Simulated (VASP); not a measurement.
Input of a VASP 6.6.1 run:

The input POSCAR:

```
TiO2
1.0
   -1.9357304718      1.9357304718      5.0192933464
    1.9357304718     -1.9357304718      5.0192933464
    1.9357304718      1.9357304718     -5.0192933464
Ti O
2 4
Direct
    0.0000000000      0.0000000000      0.0000000000
    0.7500000000      0.2500000000      0.5000000000
    0.2034326264      0.2034326264      0.0000000000
    0.9534326264      0.4534326264      0.5000000000
    0.5465673736      0.0465673736      0.5000000000
    0.7965673736      0.7965673736      0.0000000000
```

Contents of INCAR.step1:

```
ALGO = Normal
EDIFF = 1E-4
ENCUT = 600
GGA = PE
ISMEAR = 0
LASPH = True
LCHARG = False
LREAL = False
LWAVE = True
NELM = 60
PREC = Accurate
SIGMA = 0.02
```

Contents of INCAR.step2:

```
ALGO = Normal
EDIFF = 1E-6
EDIFFG = -0.01
ENCUT = 600
IBRION = 2
ISIF = 4
ISMEAR = 0
ISTART = 1
LASPH = True
LCHARG = False
LMIXTAU = True
LREAL = False
LWAVE = False
METAGGA = R2SCAN
NELM = 60
NSW = 50
PREC = Accurate
SIGMA = 0.02
```

Contents of KPOINTS:

```
k-points
0
Gamma
  8 8 8
```

Potentials or basis: VASP PAW PBE potentials, release 64 (Ti_sv, O).

Run with:

```bash
$ cat potpaw_PBE.64/Ti_sv/POTCAR potpaw_PBE.64/O/POTCAR > POTCAR
$ cp INCAR.step1 INCAR
$ mpirun -np 1 vasp_std > vasp.out
$ cp INCAR.step2 INCAR
$ mpirun -np 1 vasp_std > vasp.out
```

Q: What does it give for the band gap on the k mesh?

A: 2.51 eV (least direct gap 2.68 eV).

Final structure:
```
Ti O
1.0
    -1.93222    1.93222    5.03753
     1.93222   -1.93222    5.03753
     1.93222    1.93222   -5.03753
Ti O
2 4
Direct
  0.00000 0.00000 0.00000
  0.75000 0.25000 0.50000
  0.20190 0.20190 0.00000
  0.95190 0.45190 0.50000
  0.54810 0.04810 0.50000
  0.79810 0.79810 0.00000
```

 A k mesh can miss the band edges.
